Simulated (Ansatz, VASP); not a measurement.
## Two plane-wave programs on Pb

```xyz
1
Lattice="0.0000 2.4408 2.4408 2.4408 0.0000 2.4408 2.4408 2.4408 0.0000" Properties=species:S:1:pos:R:3 pbc="T T T"
Pb    0.0000    0.0000    0.0000
```

Alike in both runs: functional LDA; k mesh 14 × 14 × 14; occupations gaussian, width 0.1 eV; no spin polarisation.

Ansatz relaxed the structure, and its values are those at the end. VASP's run is a single point on that final structure, the one shown.

|  | VASP | Ansatz |
| --- | --- | --- |
| version | VASP 6.6.1 | Ansatz 0.2.0 |
| potentials or method | VASP PAW LDA potentials, release 64 (Pb_d), cutoff 500 eV | scalar-relativistic, plane waves, PAW |
| valence electrons in the cell | 14 | 14 |

```csv
,VASP,Ansatz,Ansatz less VASP
gap on the k mesh at the Fermi level (eV),none,none,-
pressure (GPa),0.1,0.0,-0.07
```

LDA's correlation is that of Perdew and Zunger in VASP and of Perdew and Wang (1992) in Ansatz. A gap of «none» marks a metal or a gap that the smearing closes.

Spin-orbit coupling is off throughout.
